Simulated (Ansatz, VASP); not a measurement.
## Ag in VASP and in Ansatz

```xyz
1
Lattice="0.0000 2.1197 2.0431 2.1197 0.0000 2.0431 2.1197 2.1197 0.0000" Properties=species:S:1:pos:R:3 pbc="T T T"
Ag    0.0000    0.0000    0.0000
```

Change from the starting cell: strain +0.0375 x Voigt [1, 1, 0, 0, 0, 0], atoms carried along.

Alike in both runs: task single point; functional LDA; k mesh 20 × 20 × 20; occupations gaussian, width 0.15 eV; no spin polarisation.

```csv
,VASP,Ansatz
version,VASP 6.6.1,Ansatz 0.2.0
potentials or method,"VASP PAW LDA potentials, release 64 (Ag), cutoff 520 eV","scalar-relativistic, plane waves, PAW"
valence electrons in the cell,11,19
```

|  | VASP | Ansatz | Ansatz less VASP |
| --- | --- | --- | --- |
| gap on the k mesh at the Fermi level (eV) | none | none | - |
| pressure (GPa) | -12.7 | -12.9 | -0.16 |
| traceless stress, the component that is largest in VASP (GPa) | 0.64 | 0.64 | -0.001 |

LDA's correlation is that of Perdew and Zunger in VASP and of Perdew and Wang (1992) in Ansatz. A gap of «none» marks a metal or a gap that the smearing closes. VASP's potentials hold 11 valence electrons a cell and Ansatz's 19, so a difference there can come from the potentials and not from the codes.
